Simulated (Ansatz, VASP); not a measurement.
# Be2C in VASP and in Ansatz

```
Be C
1.0
     0.00000    2.07468    2.07468
     2.07468    0.00000    2.07468
     2.07468    2.07468    0.00000
Be C
2 1
Direct
  0.25000 0.25000 0.25000
  0.75000 0.75000 0.75000
  0.00000 0.00000 0.00000
```

Alike in both runs: task single point; functional PBE; dispersion D3(BJ); k mesh 8 × 8 × 8; no spin polarisation.

|  | VASP | Ansatz |
| --- | --- | --- |
| version | VASP 6.6.1 | Ansatz 0.2.0 |
| potentials or method | VASP PAW PBE potentials, release 64 (Be, C), cutoff 600 eV | plane waves, PAW |
| occupations | gaussian, width 0.01 eV | fixed |
| valence electrons in the cell | 8 | 8 |

Ansatz gave:

| Quantity | Value |
| --- | --- |
| pressure (GPa) | 22.2 |

Problem. Estimate VASP's values.

Solution. Pressure (GPa): 22.6.
